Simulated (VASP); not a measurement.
# K2S (Fm-3m) in VASP: a series of runs, part 3 of 3

VASP 6.6.1. The steps go on from the part before.

## (4) Relaxation of cell and atoms, r2SCAN, target pressure -2 GPa, at which the enthalpy is minimised

This run uses another cell than the first one, of 33.85 Å³/atom.

The input, POSCAR:

```
K2S
1.0
    3.7031286609      3.7031286609      0.0000000000
   -3.7031286609      3.7031286609      0.0000000000
    0.0000000000      3.7031286609      3.7031286609
K S
2 1
Direct
    0.2500000000      0.7500000000      0.5000000000
    0.7500000000      0.2500000000      0.5000000000
    0.0000000000      0.0000000000      0.0000000000
```

The input, INCAR.step1:

```
SYSTEM = K2S
PREC = Accurate
ENCUT = 550
ISMEAR = 0
SIGMA = 0.01
LREAL = .False.
LASPH = .True.
NELM = 120
GGA = PE
ALGO = Normal
EDIFF = 1E-5
LWAVE = .True.
LCHARG = .False.
GGA_COMPAT = .False.
IBRION = 2
ISIF = 3
EDIFFG = -0.005
NELMIN = 4
NSW = 100
```

The input, INCAR.step2:

```
SYSTEM = K2S
PREC = Accurate
ENCUT = 550
EDIFF = 1E-7
ISMEAR = 0
SIGMA = 0.01
LREAL = .False.
LASPH = .True.
NELM = 120
ALGO = Normal
ISIF = 3
LWAVE = .False.
LCHARG = .False.
METAGGA = R2SCAN
LMIXTAU = .True.
IBRION = 2
NSW = 100
EDIFFG = -0.002
PSTRESS = -20.0
ISTART = 1
GGA_COMPAT = .False.
NELMIN = 4
```

The input, KPOINTS:

```
Automatic mesh
0
Gamma
  6 6 6
  0 0 0
```

Started as:

```
cat potpaw_PBE.64/K_sv/POTCAR potpaw_PBE.64/S/POTCAR > POTCAR
cp INCAR.step1 INCAR
mpirun -np 1 vasp_std > vasp.out
cp INCAR.step2 INCAR
mpirun -np 1 vasp_std > vasp.out
```

It took 8.8 min on 1 thread of AMD EPYC 9R45 (Zen 5), shared host; peak memory 0.24 GiB.

It converged, with:

| Property | Result |
| --- | --- |
| Free energy | -23.7141 eV |
| Relaxed volume | 38.62 Å³/atom |
| Relaxed cell | a = 5.472 Å, b = 5.472 Å, c = 5.472 Å, α = 60.00°, β = 60.00°, γ = 90.00° |
| Space group after relaxing (to 0.1 Å) | Fm-3m (No. 225) |
| Energy change on relaxing (the run minimises the enthalpy) | +33.2 meV/atom |
| Ionic steps | 5 |
| Pressure after relaxing | -2.0 GPa |
| Band gap on the k mesh | 2.44 eV (least direct gap 2.53 eV) |

The path:
```
step  energy change (eV)  largest force (eV/Å)  pressure (GPa)  volume (Å³)
   1              0.0000                0.0000            0.02       101.56
   2              0.0224                0.0000           -1.08       107.98
   3              0.1899                0.0000           -2.51       122.23
   4              0.1096                0.0000           -2.07       116.63
   5              0.0996                0.0000           -2.00       115.85
```

Final structure:
```xyz
3
Lattice="3.8692 3.8692 0.0000 -3.8692 3.8692 0.0000 0.0000 3.8692 3.8692" Properties=species:S:1:pos:R:3 pbc="T T T"
K    -1.9346    5.8037    1.9346
K     1.9346    5.8037    1.9346
S     0.0000    0.0000    0.0000
```

Levels at points of the mesh, in eV from the valence-band top:
```tsv
k point	band 8	band 9	band 10	band 11	band 12	band 13	band 14	band 15	band 16
(0.00, 0.00, 0.00)	-13.37	-9.95	-0.09	-0.09	-0.09	2.44	5.89	5.89	7.54
(0.50, 0.00, 0.00)	-13.45	-9.83	-0.53	-0.02	-0.02	4.68	5.00	6.03	6.03
(0.50, 0.50, 0.00)	-13.32	-9.80	-0.59	0.00	0.00	3.64	5.62	6.50	7.01
```

Caveat: the cell is relaxed towards a set pressure, so the run minimises the enthalpy, not the energy; the PAW data sets were made with another functional, which shifts forces and pressure a little. Zero-point motion and thermal expansion aren't in these numbers.

## (5) Relaxation of cell and atoms, r2SCAN, target pressure 2 GPa, at which the enthalpy is minimised

This run uses another cell than the first one, of 33.85 Å³/atom.

POSCAR is that of step 4.

The input, INCAR.step1:

```
PREC = Accurate
ENCUT = 550
ISMEAR = 0
SIGMA = 0.01
LREAL = False
LASPH = True
NELM = 120
GGA = PE
ALGO = Normal
EDIFF = 1E-5
LWAVE = True
LCHARG = False
GGA_COMPAT = False
IBRION = 2
ISIF = 3
EDIFFG = -0.005
NELMIN = 4
NSW = 100
```

The input, INCAR.step2:

```
PREC = Accurate
ENCUT = 550
EDIFF = 1E-7
ISMEAR = 0
SIGMA = 0.01
LREAL = False
LASPH = True
NELM = 120
ALGO = Normal
ISIF = 3
LWAVE = False
LCHARG = False
METAGGA = R2SCAN
LMIXTAU = True
IBRION = 2
NSW = 100
EDIFFG = -0.002
PSTRESS = 20.0
ISTART = 1
GGA_COMPAT = False
NELMIN = 4
```

The input, KPOINTS:

```
Automatic mesh
0
Gamma
  6 6 6
```

Started as:

```
cat potpaw_PBE.64/K_sv/POTCAR potpaw_PBE.64/S/POTCAR > POTCAR
cp INCAR.step1 INCAR
mpirun -np 1 vasp_std > vasp.out
cp INCAR.step2 INCAR
mpirun -np 1 vasp_std > vasp.out
```

Run time: 7.4 min. Hardware: 1 thread of AMD EPYC 9R45 (Zen 5), shared host; peak memory 0.25 GiB.

The run converged. Its results:

```yaml
Free_energy: -23.7674 eV
Relaxed_volume: 31.23 Å³/atom
Relaxed_cell: a = 5.098 Å, b = 5.098 Å, c = 5.098 Å, α = 60.00°, β = 60.00°, γ = 90.00°
Space_group_after_relaxing_to_0.1_Å: Fm-3m (No. 225)
Energy_change_on_relaxing_the_run_minimises_the_enthalpy: +15.4 meV/atom
Ionic_steps: 5
Pressure_after_relaxing: 2.0 GPa
Band_gap_on_the_k_mesh: 2.96 eV (least direct gap 3.24 eV)
```

The path:
| step | energy change (eV) | largest force (eV/Å) | pressure (GPa) | volume (Å³) |
| --- | --- | --- | --- | --- |
| 1 | 0.0000 | 0.0000 | 0.02 | 101.56 |
| 2 | 0.0264 | 0.0000 | 1.46 | 95.55 |
| 3 | 0.0452 | 0.0000 | 1.98 | 93.78 |
| 4 | 0.0471 | 0.0000 | 2.03 | 93.63 |
| 5 | 0.0462 | 0.0000 | 2.00 | 93.70 |

Final structure:
```xyz
3
Lattice="3.6050 3.6050 0.0000 -3.6050 3.6050 0.0000 0.0000 3.6050 3.6050" Properties=species:S:1:pos:R:3 pbc="T T T"
K    -1.8025    5.4076    1.8025
K     1.8025    5.4076    1.8025
S     0.0000    3.6050    3.6050
```

Levels at points of the mesh, in eV from the valence-band top:
```csv
k point,band 9,band 10,band 11,band 12,band 13,band 14,band 15,band 16
"(0.00, 0.00, 0.00)",-10.12,-0.28,-0.28,-0.28,2.96,5.95,5.95,8.28
"(0.50, 0.00, 0.00)",-9.84,-0.65,-0.10,-0.10,5.10,6.00,6.37,6.37
"(0.50, 0.50, 0.00)",-9.78,-0.80,0.00,0.00,3.73,6.04,7.29,7.61
```

Caveat: the cell is relaxed towards a set pressure, so the run minimises the enthalpy, not the energy; the PAW data sets were made with another functional, which shifts forces and pressure a little.

## (6) Relaxation of cell and atoms, r2SCAN, target pressure 4 GPa, at which the enthalpy is minimised

This run uses another cell than the first one, of 33.85 Å³/atom.

POSCAR is that of step 5.

The input, INCAR.step1:

```
SYSTEM = K2S
PREC     = Accurate       ! precision mode
ENCUT    = 550            ! plane-wave cutoff, eV
ISMEAR   = 0              ! smearing method
SIGMA    = 0.01           ! smearing width, eV
LREAL    = .FALSE.        ! projectors in reciprocal space
LASPH    = .TRUE.         ! aspherical terms in the spheres
NELM     = 120            ! most SCF steps
GGA      = PE             ! functional
ALGO     = Normal         ! electronic algorithm
EDIFF    = 1E-5           ! SCF threshold, eV
LWAVE    = .TRUE.         ! write WAVECAR
LCHARG   = .FALSE.        ! write CHGCAR
GGA_COMPAT= .FALSE.      
IBRION   = 2              ! ionic algorithm
ISIF     = 3              ! what is computed and relaxed
EDIFFG   = -0.005         ! ionic threshold
NELMIN   = 4            
NSW      = 100            ! ionic steps
```

The input, INCAR.step2:

```
SYSTEM = K2S
PREC     = Accurate       ! precision mode
ENCUT    = 550            ! plane-wave cutoff, eV
EDIFF    = 1E-7           ! SCF threshold, eV
ISMEAR   = 0              ! smearing method
SIGMA    = 0.01           ! smearing width, eV
LREAL    = .FALSE.        ! projectors in reciprocal space
LASPH    = .TRUE.         ! aspherical terms in the spheres
NELM     = 120            ! most SCF steps
ALGO     = Normal         ! electronic algorithm
ISIF     = 3              ! what is computed and relaxed
LWAVE    = .FALSE.        ! write WAVECAR
LCHARG   = .FALSE.        ! write CHGCAR
METAGGA  = R2SCAN         ! meta-GGA
LMIXTAU  = .TRUE.       
IBRION   = 2              ! ionic algorithm
NSW      = 100            ! ionic steps
EDIFFG   = -0.002         ! ionic threshold
PSTRESS  = 40.0         
ISTART   = 1            
GGA_COMPAT= .FALSE.      
NELMIN   = 4
```

The input, KPOINTS:

```
regular mesh
0
G
  6 6 6
  0 0 0
```

Potentials or basis: VASP PAW PBE potentials, release 64 (K_sv, S).

Started as:

```
cat potpaw_PBE.64/K_sv/POTCAR potpaw_PBE.64/S/POTCAR > POTCAR
cp INCAR.step1 INCAR
mpirun -np 1 vasp_std > vasp.out
cp INCAR.step2 INCAR
mpirun -np 1 vasp_std > vasp.out
```

Run time: 7.1 min. Hardware: 1 thread of AMD EPYC 9R45 (Zen 5), shared host; peak memory 0.25 GiB.

Results (log left out):

```yaml
Free_energy: -23.6654 eV
Relaxed_volume: 29.39 Å³/atom
Relaxed_cell: a = 4.996 Å, b = 4.996 Å, c = 4.996 Å, α = 60.00°, β = 60.00°, γ = 90.00°
Space_group_after_relaxing_to_0.1_Å: Fm-3m (No. 225)
Energy_change_on_relaxing_the_run_minimises_the_enthalpy: +49.4 meV/atom
Ionic_steps: 5
Pressure_after_relaxing: 4.0 GPa
Band_gap_on_the_k_mesh: 3.12 eV (least direct gap 3.47 eV)
```

Step by step:
```csv
step,energy change (eV),largest force (eV/Å),pressure (GPa),volume (Å³)
1,0.0000,0.0000,0.02,101.56
2,0.1127,0.0000,3.38,89.71
3,0.1464,0.0000,3.97,88.24
4,0.1528,0.0000,4.07,87.98
5,0.1483,0.0000,4.00,88.16
```

Final structure:
```cif
data_structure
_symmetry_space_group_name_H-M 'P 1'
_symmetry_Int_Tables_number 1
_cell_length_a 4.9957
_cell_length_b 4.9957
_cell_length_c 4.9957
_cell_angle_alpha 60.000
_cell_angle_beta 60.000
_cell_angle_gamma 90.000
_cell_volume 88.16
loop_
_atom_site_label
_atom_site_type_symbol
_atom_site_fract_x
_atom_site_fract_y
_atom_site_fract_z
_atom_site_occupancy
K1 K 0.25000 0.75000 0.50000 1
K2 K 0.75000 0.25000 0.50000 1
S1 S 0.00000 0.00000 0.00000 1
```

Levels at points of the mesh, in eV from the valence-band top:
| k point | band 9 | band 10 | band 11 | band 12 | band 13 | band 14 | band 15 | band 16 |
| --- | --- | --- | --- | --- | --- | --- | --- | --- |
| (0.00, 0.00, 0.00) | -10.19 | -0.36 | -0.36 | -0.36 | 3.12 | 5.92 | 5.92 | 8.49 |
| (0.50, 0.00, 0.00) | -9.83 | -0.68 | -0.14 | -0.14 | 5.19 | 6.31 | 6.43 | 6.43 |
| (0.50, 0.50, 0.00) | -9.77 | -0.87 | 0.00 | 0.00 | 3.72 | 6.14 | 7.33 | 7.93 |

Caveat: the cell is relaxed towards a set pressure, so the run minimises the enthalpy, not the energy; the PAW data sets were made with another functional, which shifts forces and pressure a little. A k mesh can miss the band edges.

## (7) Overview

| task | cell | gap on the mesh (eV) | pressure (GPa) |
| --- | --- | --- | --- |
| single point | a = 5.095 Å, angles 60.0, 60.0, 90.0°, 3 atoms | 2.97 | 2.0 |
| single point | a = 5.469 Å, angles 60.0, 60.0, 90.0°, 3 atoms | 2.44 | -2.0 |
| relaxation of cell and atoms | relaxed to -2 GPa from a = 5.237 Å, angles 60.0, 60.0, 90.0°, 3 atoms | 2.44 | -2.0 |
| relaxation of cell and atoms | relaxed to 2 GPa from a = 5.237 Å, angles 60.0, 60.0, 90.0°, 3 atoms | 2.96 | 2.0 |
| relaxation of cell and atoms | relaxed to 4 GPa from a = 5.237 Å, angles 60.0, 60.0, 90.0°, 3 atoms | 3.12 | 4.0 |

Alike in all rows: level r2SCAN; potentials or basis VASP PAW PBE potentials, release 64 (K_sv, S); no spin polarisation; k mesh 6 × 6 × 6; cutoff (eV) 550; smearing gaussian 0.01 eV.

Caveats: the PAW data sets were made with another functional, which shifts forces and pressure a little; the cell is relaxed towards a set pressure, so the run minimises the enthalpy, not the energy (at least some runs).

Absolute energies hang on the potentials; compare differences alone.
